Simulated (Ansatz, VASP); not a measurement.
## TiAl: VASP beside Ansatz

```
Ti Al
1.0
     2.85293    0.00000    0.00000
    -1.42646    2.48312    0.00000
     0.00000    0.00000    4.67808
Ti Al
1 1
Cartesian
  0.0000 0.0000 0.0000
  0.0000 1.6554 2.3390
```

Change from the starting cell: strain -0.0050 x Voigt [1, 0, 0, 0, 0, 0], atoms carried along.

Alike in both runs: task single point; functional PBEsol; k mesh 18 × 18 × 10; occupations gaussian, width 0.15 eV; no spin polarisation.

```csv
,VASP,Ansatz
version,VASP 6.6.1,Ansatz 0.2.0
potentials or method,"VASP PAW PBE potentials, release 64 (Ti_sv, Al), cutoff 520 eV","scalar-relativistic, plane waves, PAW"
valence electrons in the cell,15,15
```

|  | VASP | Ansatz | Ansatz less VASP |
| --- | --- | --- | --- |
| gap on the k mesh at the Fermi level (eV) | none | none | - |
| pressure (GPa) | -2.4 | -2.4 | +0.06 |
| traceless stress, the component that is largest in VASP (GPa) | -1.06 | -1.13 | -0.067 |
| rms of the force components (eV/Å) | 0.009 | 0.009 | 0.0000 |

VASP's potentials were made for PBE, not for PBEsol. Atom by atom the forces differ by 0.000 eV/Å (rms over components). A gap of «none» marks a metal or a gap that the smearing closes. The functional is the same, so the differences come from potentials, cutoffs and numerics.
